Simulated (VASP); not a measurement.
## TcIr: single point with LDA

TcIr:

```
Tc Ir
1.0
     2.71090    0.00000    0.00000
    -1.35545    2.34771    0.00000
     0.00000    0.00000    4.30935
Tc Ir
1 1
Cartesian
  0.0000 1.5651 0.0000
  1.3554 0.7826 2.1547
```

```json
{
 "Program": "VASP 6.6.1",
 "Task": "single point",
 "Functional": "LDA",
 "Potentials or basis": "VASP PAW LDA potentials, release 64 (Tc_pv, Ir)",
 "Cutoff": "520 eV",
 "k mesh": "7 × 7 × 4",
 "Occupations": "fermi-dirac, width 0.1 eV",
 "Spin": "no spin polarisation",
 "Dipole correction": "no",
 "Further INCAR settings": "ALGO = Normal; EDIFF = 1e-06; NBANDS = 18"
}
```

```json
{
 "Pressure": "1.4 GPa",
 "Band gap on the k mesh": "zero (band 11 reaches 13.44 eV, above the bottom of band 12 at 10.55 eV)"
}
```

Stress tensor (GPa, compression positive):
```
-0.30  0.00  0.00
 0.00 -0.30  0.00
 0.00  0.00  4.90
```

Levels at points of the mesh, in eV from the Fermi level:
```csv
k point,band 9,band 10,band 11,band 12,band 13,band 14
"(0.00, 0.00, 0.00)",-1.92,-1.92,-1.74,-1.74,0.47,1.50
"(0.00, 0.00, 0.50)",-2.88,-2.85,-2.85,0.15,0.15,1.16
```

It took 6.1 s on 1 thread of Intel(R) Xeon(R) Platinum 8488C (Sapphire Rapids), on a shared host, peak memory 0.13 GiB.

Caveat: the k points lie up to 0.38 Å⁻¹ apart; spin-orbit coupling is left out, which moves the levels of the heavy elements.
